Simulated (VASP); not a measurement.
# TaAs (P-6m2) in VASP: notebook

TaAs is run at these levels: PBEsol; tasks: single point, relaxation of cell and atoms.

Everything below comes from runs of VASP 6.6.1. Logs are shortened: lines on timing, memory, paths and dates and some standing lists are left out, and cuts for length are marked.

**1. The cell of the first run**

Symmetry: P-6m2, No. 187, hexagonal system. Conventional cell: a = 3.372 Å, b = 3.372 Å, c = 3.455 Å, α = 90.00°, β = 90.00°, γ = 120.00°. Within 3.4 Å of Ta (site symmetry -6m2) lie 6 As at 2.60 Å and 6 Ta at 3.37 Å. As (site symmetry -6m2) has 6 Ta at 2.60 Å and 6 As at 3.37 Å within 3.4 Å.

**2. Single point, PBEsol**

INCAR

```
SYSTEM = TaAs
ALGO = Normal ; EDIFF = 1E-7
ENCUT = 520 ; GGA = PS
ISIF = 2 ; ISMEAR = 0
LASPH = .True. ; LCHARG = .False.
LREAL = .False. ; LWAVE = .False.
NBANDS = 15 ; NELM = 100
PREC = Accurate ; SIGMA = 0.1
```

KPOINTS

```
k-points
0
Gamma
  12 12 12
  0 0 0
```

POSCAR

```
TaAs
1.0
    3.3721228481      0.0000000000      0.0000000000
   -1.6860614240      2.9203440511      0.0000000000
    0.0000000000      0.0000000000      3.4548873424
Ta As
1 1
Direct
    0.3333333333      0.6666666667      0.5000000000
    0.0000000000      0.0000000000      0.0000000000
```

Potentials or basis: VASP PAW PBE potentials, release 64 (Ta_pv, As).

The run is started by

```console
> cat potpaw_PBE.64/Ta_pv/POTCAR potpaw_PBE.64/As/POTCAR > POTCAR
> mpirun -np 1 vasp_std > vasp.out
```

OUTCAR:

```text
SYSTEM = TaAs
   EDIFF = 1E-7
   ENCUT = 520
   GGA = PS
   ISIF = 2
   ISMEAR = 0
   LASPH = .True.
   LREAL = .False.
   NELM = 100
   PREC = Accurate

 ion  position               nearest neighbor table
   1  0.333  0.667  0.500-   2 2.60   2 2.60   2 2.60   2 2.60   2 2.60   2 2.60
   2  0.000  0.000  0.000-   1 2.60   1 2.60   1 2.60   1 2.60   1 2.60   1 2.60

  LATTYP: Found a hexagonal cell.
 ALAT       =     3.3721228481
 C/A-ratio  =     1.0245437364

  Lattice vectors:

 A1 = (   3.3721228481,   0.0000000000,   0.0000000000)
 A2 = (  -1.6860614240,   2.9203440511,   0.0000000000)
 A3 = (   0.0000000000,   0.0000000000,   3.4548873424)

Analysis of symmetry for initial positions (statically):
=====================================================================
 Subroutine PRICEL returns:
 Original cell was already a primitive cell.

 Routine SETGRP: Setting up the symmetry group for a
 hexagonal supercell.

 Subroutine GETGRP returns: Found 12 space group operations
 (whereof 12 operations were pure point group operations)
 out of a pool of 24 trial point group operations.

The static configuration has the point symmetry D_3h.

Analysis of symmetry for dynamics (positions and initial velocities):
=====================================================================
 Subroutine PRICEL returns:
 Original cell was already a primitive cell.

 Routine SETGRP: Setting up the symmetry group for a
 hexagonal supercell.

 Subroutine GETGRP returns: Found 12 space group operations
 (whereof 12 operations were pure point group operations)
 out of a pool of 24 trial point group operations.

The dynamic configuration has the point symmetry D_3h.

 Subroutine INISYM returns: Found 12 space group operations
 (whereof 12 operations are pure point group operations),
 and found     1 'primitive' translations

----------------------------------------------------------------------------------------

                                     Primitive cell

  volume of cell :      34.0229

  direct lattice vectors                    reciprocal lattice vectors
     3.372122848  0.000000000  0.000000000     0.296549101  0.171212703  0.000000000
    -1.686061424  2.920344051  0.000000000     0.000000000  0.342425407  0.000000000
     0.000000000  0.000000000  3.454887342     0.000000000  0.000000000  0.289445039

  length of vectors
     3.372122848  3.372122848  3.454887342     0.342425407  0.342425407  0.289445039
[... 85 lines left out ...]
   IBRION =     -1    ionic relax: 0-MD 1-quasi-New 2-CG
   NFREE  =      0    steps in history (QN), initial steepest desc. (CG)
   ISIF   =      2    stress and relaxation
   ISYM   =      2    0-nonsym 1-usesym 2-fastsym
   POTIM  = 0.5000    time-step for ionic-motion
   TEBEG  =    0.0;   TEEND  =   0.0 temperature during run
   PSTRESS=    0.0 pullay stress
   NELECT =      16.0000    total number of electrons
   NUPDOWN=      -1.0000    fix difference up-down
   EMIN   =  10.00;   EMAX   =-10.00  energy-range for DOS
   EFERMI =   0.00;   METHOD = LEGACY
   ISMEAR =     0;   SIGMA  =   0.10  broadening in eV -4-tet -1-fermi 0-gaus
   EFERMI_NEDOS =   21; number of points for ismear=-14 and -15
   IALGO  =     38    algorithm
   IMIX   =      4    mixing-type and parameters
     AMIX     =   0.40;   BMIX     =  1.00
     AMIX_MAG =   1.60;   BMIX_MAG =  1.00
  volume/ion in A,a.u.               =      17.01       114.80
  Fermi-wavevector in a.u.,A,eV,Ry     =   1.273086  2.405784 22.051613  1.620748
  Thomas-Fermi vector in A             =   2.405929
   LORBIT       =      0    0 simple, 1 ext, 2 COOP (PROOUT), +10 PAW based schemes
   GGA     = PS    functional components
   LHFCALC =     F    Hartree Fock is set to
   AEXX    =    0.0000 exact exchange contribution
   IVDW    =     0    specifies the selected vdW correction
   LEPSILON=     F    determine dielectric tensor
   LRPA    =     F    only Hartree local field effects (RPA)
 non-spin polarized calculation
 Gauss-broadening in eV      SIGMA  =   0.10
  energy-cutoff  :      520.00
  volume of cell :       34.02
 maximum number of plane-waves:       937
 NGX is ok and might be reduce to    28
   NGX = 13   NGY = 13   NGZ = 13

 number of electron      16.0000000 magnetization

 Free energy of the ion-electron system (eV)
  ---------------------------------------------------
  ext. energy  EPLUGINS =         0.00000000
  ---------------------------------------------------
  free energy    TOTEN  =       -18.86271952 eV

  energy without entropy =      -18.86124583  energy(sigma->0) =      -18.86198268

 E-fermi :   6.8327     XC(G=0): -12.1259

 val. band max:        6.8293948265   @ k =   0.2500   0.2500   0.0000
 cond. band min:       6.8561295590   @ k =   0.0000   0.0000   0.3333
 fundamental gap:      0.0267347325
 Fermi energy:         6.8326820840

 k-point     1 :       0.0000    0.0000    0.0000
  band No.  band energies     occupation
      1     -27.8262      2.00000
      2     -27.6373      2.00000
      3     -27.6373      2.00000
      4      -7.0872      2.00000
      5       3.8293      2.00000
      6       4.7500      2.00000
      7       4.7500      2.00000
      8       6.0215      2.00000
      9       8.6811      0.00000
     10       8.6811      0.00000
     11      11.3146      0.00000
     12      11.7346      0.00000
     13      11.7346      0.00000
     14      15.2517      0.00000
[... 401 lines left out ...]
      2     -27.8058      2.00000
      3     -27.6836      2.00000
      4      -5.3302      2.00000
      5       1.2358      2.00000
      6       3.7041      2.00000
      7       4.8836      2.00000
      8       5.6705      2.00000
      9       8.2114      0.00000
     10       9.2782      0.00000
     11      10.5793      0.00000
     12      11.0198      0.00000
     13      14.0243      0.00000
     14      16.1108      0.00000
     15      18.6862      0.00000

 [... further k-points ...]
[... 5 lines left out ...]
  --------------------------------------------------------------------------------------
  -------------------------------------------------------------------------------------
  Total        0.1086250      0.1086250      0.1675627      0.0000000      0.0000000      0.0000000
  in kB        5.1152784      5.1152784      7.8907186      0.0000000      0.0000000      0.0000000
  external PRESSURE =       6.0404251 kB  Pullay stress =       0.0000000 kB

 VOLUME and BASIS-vectors are now :
 -----------------------------------------------------------------------------
  energy-cutoff  :      520.00
  volume of cell :       34.02
      direct lattice vectors                 reciprocal lattice vectors
     3.372122848  0.000000000  0.000000000     0.296549101  0.171212703  0.000000000
    -1.686061424  2.920344051  0.000000000     0.000000000  0.342425407  0.000000000
     0.000000000  0.000000000  3.454887342     0.000000000  0.000000000  0.289445039

 POSITION                                       TOTAL-FORCE (eV/Angst)
 -----------------------------------------------------------------------------------
     -0.00000      1.94690      1.72744        -0.000000      0.000000      0.000000
      0.00000      0.00000      0.00000         0.000000      0.000000      0.000000
 -----------------------------------------------------------------------------------
    total drift:                                0.000000     -0.000000     -0.000000

  FREE ENERGIE OF THE ION-ELECTRON SYSTEM (eV)
  ---------------------------------------------------
  free  energy   TOTEN  =       -18.8627195241 eV

  energy  without entropy=      -18.8612458327  energy(sigma->0) =      -18.86198268
```

OSZICAR:

```text
N       E                     dE             d eps       ncg     rms          rms(c)
DAV:   1     0.867689834567E+02    0.86769E+02   -0.86917E+03  3990   0.104E+03
DAV:   2    -0.173275553894E+02   -0.10410E+03   -0.98623E+02  4963   0.268E+02
DAV:   3    -0.197755759638E+02   -0.24480E+01   -0.24268E+01  4830   0.361E+01
DAV:   4    -0.197879577527E+02   -0.12382E-01   -0.12380E-01  4753   0.283E+00
DAV:   5    -0.197880377505E+02   -0.79998E-04   -0.79997E-04  4949   0.227E-01    0.157E+01
DAV:   6    -0.189316445330E+02    0.85639E+00   -0.10602E+00  4445   0.101E+01    0.670E+00
DAV:   7    -0.188743898646E+02    0.57255E-01   -0.15873E-01  4942   0.318E+00    0.226E+00
DAV:   8    -0.188630343126E+02    0.11356E-01   -0.13415E-02  4158   0.720E-01    0.200E-01
DAV:   9    -0.188627656979E+02    0.26861E-03   -0.12777E-03  4599   0.309E-01    0.958E-02
DAV:  10    -0.188627256784E+02    0.40019E-04   -0.22556E-04  4914   0.168E-01    0.224E-02
DAV:  11    -0.188627206334E+02    0.50449E-05   -0.13282E-05  4613   0.383E-02    0.108E-02
DAV:  12    -0.188627195440E+02    0.10895E-05   -0.20230E-06  4900   0.124E-02    0.111E-03
DAV:  13    -0.188627195241E+02    0.19829E-07   -0.69685E-08  2851   0.233E-03
   1 F= -.18862720E+02 E0= -.18861983E+02  d E =-.147369E-02
```

stdout:

```text
POSCAR found type information on POSCAR TaAs
 POSCAR found :  2 types and       2 ions
 scaLAPACK will be used
 -----------------------------------------------------------------------------
|                                                                             |
|                                                                             |
|     You enforced a specific xc type in the INCAR file but a different       |
|     I HOPE YOU KNOW WHAT YOU ARE DOING!                                     |
|                                                                             |
 -----------------------------------------------------------------------------

 LDA part: xc-table for (Slater+PW92), standard interpolation
 POSCAR, INCAR and KPOINTS ok, starting setup
 FFT: planning ... GRIDC
 FFT: planning ... GRID_SOFT
 FFT: planning ... GRID
 WAVECAR not read
 entering main loop
```

Wall time 30 s (1 thread of Intel Xeon 6975P-C (Granite Rapids), shared host); peak memory 0.21 GiB.

What came out:

```yaml
Free_energy: -18.8627 eV
Pressure: 0.6 GPa
Band_gap_on_the_k_mesh: zero (band 8 reaches 7.18 eV, above the bottom of band 9 at 6.64 eV)
```

Stress tensor (GPa, compression positive):
```
0.51 0.00 0.00
0.00 0.51 0.00
0.00 0.00 0.79
```

Levels at points of the mesh, in eV from the Fermi level:
```
           k point  band 5  band 6  band 7  band 8  band 9  band 10  band 11  band 12
(0.00, 0.00, 0.00)   -3.00   -2.08   -2.08   -0.81    1.85     1.85     4.48     4.90
(0.50, 0.00, 0.00)   -6.85   -3.17   -2.44   -0.60    1.18     3.33     3.75     5.28
(0.00, 0.00, 0.50)   -7.84   -1.24   -1.24   -0.20   -0.20     2.14     3.95     3.95
(0.50, 0.00, 0.50)   -5.43   -4.86   -3.22   -0.78    3.05     3.24     4.10     4.62
```

Caveat: the PAW data sets were made with another functional, which shifts forces and pressure a little; spin-orbit coupling is left out, which moves the levels of the heavy elements.

**3. Relaxation of cell and atoms, PBEsol**

INCAR

```
SYSTEM = TaAs
PREC = Accurate ; ENCUT = 600
EDIFF = 1E-7 ; ISMEAR = 0
SIGMA = 0.1 ; LREAL = .False.
LASPH = .True. ; NELM = 80
ALGO = Normal ; ISIF = 3
LWAVE = .False. ; LCHARG = .False.
GGA = PS ; IBRION = 2
NSW = 80 ; EDIFFG = -0.01
```

KPOINTS

```
Automatic mesh
0
Gamma
  12 12 12
  0 0 0
```

POSCAR

```
TaAs
1.0
    3.3767067953      0.0000000000      0.0000000000
   -1.6883533976      2.9243138659      0.0000000000
    0.0000000000      0.0000000000      3.4467954600
Ta As
1 1
Direct
    0.3333333333      0.6666666667      0.5000000000
    0.0000000000      0.0000000000      0.0000000000
```

Potentials or basis: VASP PAW PBE potentials, release 64 (Ta_pv, As).

The run is started by

```console
> cat potpaw_PBE.64/Ta_pv/POTCAR potpaw_PBE.64/As/POTCAR > POTCAR
> mpirun -np 1 vasp_std > vasp.out
```

It took 74 s on 1 thread of Intel Xeon 6975P-C (Granite Rapids), shared host; peak memory 0.22 GiB.

The run converged. Its results:

- Free energy: -18.8632 eV
- Relaxed volume: 17.07 Å³/atom
- Relaxed cell: a = 3.376 Å, b = 3.376 Å, c = 3.459 Å, α = 90.00°, β = 90.00°, γ = 120.00°
- Space group after relaxing (to 0.05 Å): P-6m2 (No. 187)
- Energy gained by relaxing: 0.2 meV/atom
- Ionic steps: 4
- Pressure after relaxing: 0.0 GPa
- Band gap on the k mesh: zero (band 8 reaches 7.15 eV, above the bottom of band 9 at 6.61 eV)

Stress tensor (GPa, compression positive):
```
-0.06  0.00  0.00
 0.00 -0.06  0.00
 0.00  0.00  0.04
```

The path:
| step | energy change (eV) | largest force (eV/Å) | pressure (GPa) | volume (Å³) |
| --- | --- | --- | --- | --- |
| 1 | 0.0000 | 0.0000 | 0.68 | 34.04 |
| 2 | 0.0008 | 0.0000 | -1.47 | 34.39 |
| 3 | -0.0004 | 0.0000 | -0.11 | 34.16 |
| 4 | -0.0005 | 0.0000 | -0.02 | 34.13 |

Final structure:
```
Ta As
1.0
     3.37581    0.00000    0.00000
    -1.68790    2.92354    0.00000
     0.00000    0.00000    3.45865
Ta As
1 1
Direct
  0.33333 0.66667 0.50000
  0.00000 0.00000 0.00000
```

Levels at points of the mesh, in eV from the Fermi level:
| k point | band 6 | band 7 | band 8 | band 9 | band 10 | band 11 |
| --- | --- | --- | --- | --- | --- | --- |
| (0.00, 0.00, 0.00) | -2.08 | -2.08 | -0.82 | 1.84 | 1.84 | 4.45 |
| (0.50, 0.00, 0.00) | -3.17 | -2.43 | -0.60 | 1.17 | 3.32 | 3.73 |
| (0.00, 0.00, 0.50) | -1.24 | -1.24 | -0.20 | -0.20 | 2.13 | 3.93 |
| (0.50, 0.00, 0.50) | -4.85 | -3.21 | -0.78 | 3.03 | 3.23 | 4.08 |

Caveat: the PAW data sets were made with another functional, which shifts forces and pressure a little; spin-orbit coupling is left out, which moves the levels of the heavy elements.
